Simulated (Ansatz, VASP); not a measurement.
# One calculation of FePt, two programs

INCAR

```
SYSTEM = FePt
PREC = Accurate
ENCUT = 520
EDIFF = 1E-6
ISMEAR = -1
SIGMA = 0.05
LREAL = .FALSE.
LASPH = .TRUE.
NELM = 150
ALGO = Fast
ISIF = 2
LWAVE = .FALSE.
LCHARG = .FALSE.
ISPIN = 2
MAGMOM = 0 3
LORBIT = 11
LMAXMIX = 4
NBANDS = 20
```

The input KPOINTS:

```
Automatic mesh
0
G
  10 10 7
  0 0 0
```

Contents of POSCAR:

```
FePt
1.0
    2.7415369495      0.0000000000      0.0000000000
    0.0000000000      2.7415369495      0.0000000000
    0.0000000000      0.0000000000      3.7446364796
Pt Fe
1 1
Direct
    0.5000000000      0.5000000000      0.5000000000
    0.0000000000      0.0000000000      0.0000000000
```

The input input.yaml:

```yaml
crystal:
  lattice:
    - [2.7415369495, 0.0, 0.0]
    - [0.0, 2.7415369495, 0.0]
    - [0.0, 0.0, 3.7446364796]
  atoms:
    - { symbol: Pt, position: [0.5, 0.5, 0.5] }
    - { symbol: Fe, position: [0.0, 0.0, 0.0], spin: 3.0 }
kpoints:
  mp_grid: { grid: [10, 10, 7] }
scf:
  occupations: { method: fermi_dirac, width: 0.05 }
hamiltonian:
  xc: lda
  pseudopotentials: { kind: all_electron, lapw: { basis_error: 0.001 } }
magnetization:
  spin_polarized: true
output:
  forces: true
  stress: true
  eigenvalues: true
```

Change from the starting cell: volume scaled by 1.02.

Alike in both runs: task single point; functional LDA; k mesh 10 × 10 × 7; occupations fermi-dirac, width 0.05 eV; collinear spin.

```csv
,VASP,Ansatz
version,VASP 6.6.1,Ansatz 0.2.0
potentials or method,"VASP PAW LDA potentials, release 64 (Pt, Fe), cutoff 520 eV","all-electron LAPW, scalar-relativistic"
```

VASP gave:

| Property | Result |
| --- | --- |
| gap on the k mesh at the Fermi level (eV) | none |
| pressure (GPa) | -16.4 |
| traceless stress, the component that is largest in VASP (GPa) | 0.93 |
| net moment per atom (μB) | 1.61 |
| size of the moment on the site where the two differ most (μB) | 2.82 |

Q: Estimate Ansatz's values.

A: gap on the k mesh at the Fermi level (eV): none; pressure (GPa): -16.3; traceless stress, the component that is largest in VASP (GPa): 0.81; net moment per atom (μB): 1.62; size of the moment on the site where the two differ most (μB): 2.91.

LDA's correlation is that of Perdew and Zunger in VASP and of Perdew and Wang (1992) in Ansatz. Site moments also hang on the region over which each program counts them. A gap of «none» marks a metal or a gap that the smearing closes. Ansatz ran all-electron here, and VASP with PAW potentials.

Neither program's run includes spin-orbit coupling.
